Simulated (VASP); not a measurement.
Set up this calculation in VASP 6.6.1, as the native input.

```yaml
Task: single point
Functional: PBEsol
Potentials_or_basis: VASP PAW PBE potentials, release 64 (Hf_pv, N)
Cutoff: 600 eV
k_mesh: 8 × 8 × 8
Occupations: methfessel-paxton, width 0.1 eV
Spin: no spin polarisation
Dipole_correction: no
Further_INCAR_settings: ALGO = Normal; EDIFF = 1e-06; NBANDS = 14
```

The structure of HfN lies in POSCAR:

```
HfN
1.0
    0.0000000000      2.4383461881      2.4383461881
    2.4383461881      0.0000000000      2.4383461881
    2.4383461881      2.4383461881      0.0000000000
Hf N
1 1
Direct
    0.0000000000      0.0000000000      0.0000000000
    0.7500000000      0.7500000000      0.7500000000
```

These files were run (other wordings do the same):

INCAR

```
SYSTEM = HfN
ALGO = Normal ; EDIFF = 1E-6
ENCUT = 600 ; GGA = PS
GGA_COMPAT = .False. ; ISIF = 2
ISMEAR = 1 ; LASPH = .True.
LCHARG = .False. ; LREAL = .False.
LWAVE = .False. ; NBANDS = 14
NELM = 120 ; PREC = Accurate
SIGMA = 0.1
```

KPOINTS

```
k-points
0
Gamma
  8 8 8
  0 0 0
```

Potentials or basis: VASP PAW PBE potentials, release 64 (Hf_pv, N).

Run with:

```bash
$ cat potpaw_PBE.64/Hf_pv/POTCAR potpaw_PBE.64/N/POTCAR > POTCAR
$ mpirun -np 1 vasp_std > vasp.out
```

Results of the run:

```yaml
Pressure: -2.4 GPa
```

Caveat: the PAW data sets were made with another functional, which shifts forces and pressure a little.

It took 31 s on 1 thread of AMD EPYC 7R13, with other jobs on the host, peak memory 0.13 GiB.
